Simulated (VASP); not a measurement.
A run of VASP 6.6.1:

INCAR

```
  PREC = Accurate
  ENCUT = 520
  EDIFF = 1E-6
  ISMEAR = 0
  SIGMA = 0.02
  LREAL = False
  LASPH = True
  NELM = 80
  ALGO = Normal
  ISIF = 2
  LWAVE = False
  LCHARG = True
  GGA = PE
  LELF = True
  LVHAR = True
  NBANDS = 32
```

File KPOINTS:

```
regular mesh
0
Gamma
  8 8 8
```

Contents of POSCAR:

```
MgZr2N4
1.0
    5.4994660273     -2.1594973150     -0.0007294532
    5.4994660273      2.1594973150     -0.0007294532
   -0.6753223806      0.0000000000      3.8397776417
Mg Zr N
1 2 4
Direct
    0.0000000000      0.0000000000      0.5000000000
    0.6458234600      0.6458234600      0.9748110885
    0.3541765400      0.3541765400      0.0251889115
    0.8386169766      0.8386169766      0.1052456190
    0.1613830234      0.1613830234      0.8947543810
    0.5504166824      0.5504166824      0.4003019116
    0.4495833176      0.4495833176      0.5996980884
```

Potentials or basis: VASP PAW PBE potentials, release 64 (Mg, Zr_sv, N).

Run with:

```console
$ cat potpaw_PBE.64/Mg/POTCAR potpaw_PBE.64/Zr_sv/POTCAR potpaw_PBE.64/N/POTCAR > POTCAR
$ mpirun -np 1 vasp_std > vasp.out
```

Hardware: 1 thread of Intel(R) Xeon(R) 6975P-C (Granite Rapids), with other jobs on the host.

Q: How long does it take, and how much memory?

A: Wall time 4.4 min on 1 thread of Intel(R) Xeon(R) 6975P-C (Granite Rapids), with other jobs on the host, peak memory 0.53 GiB. Counts: scf iterations 14, k points 150.
